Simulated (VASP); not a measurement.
A run of VASP 6.6.1:

Contents of INCAR:

```
PREC = Accurate ; ENCUT = 600
EDIFF = 1E-6 ; ISMEAR = -1
SIGMA = 0.1 ; LREAL = False
LASPH = True ; NELM = 120
ALGO = Normal ; ISIF = 2
LWAVE = False ; LCHARG = False
GGA = PE ; NBANDS = 10
GGA_COMPAT = False
```

KPOINTS

```
regular mesh
0
Gamma
  9 9 9
```

File POSCAR:

```
Re
1.0
   -1.5370745444      1.5370745444      1.5370745444
    1.5370745444     -1.5370745444      1.5370745444
    1.5370745444      1.5370745444     -1.5370745444
Re
1
Direct
    0.0000000000      0.0000000000      0.0000000000
```

Potentials or basis: VASP PAW PBE potentials, release 64 (Re).

Command:

```console
$ cat potpaw_PBE.64/Re/POTCAR > POTCAR
$ mpirun -np 1 vasp_std > vasp.out
```

Hardware: 1 thread of Intel(R) Xeon(R) Platinum 8259CL CPU @ 2.50GHz (Skylake/Cascade Lake), with other jobs on the host.

Task: Estimate the wall time of this run.

Result: Run time: 5.5 s on 1 thread of Intel(R) Xeon(R) Platinum 8259CL CPU @ 2.50GHz (Skylake/Cascade Lake), with other jobs on the host, peak memory 0.14 GiB. Counts: scf iterations 11, k points 35.
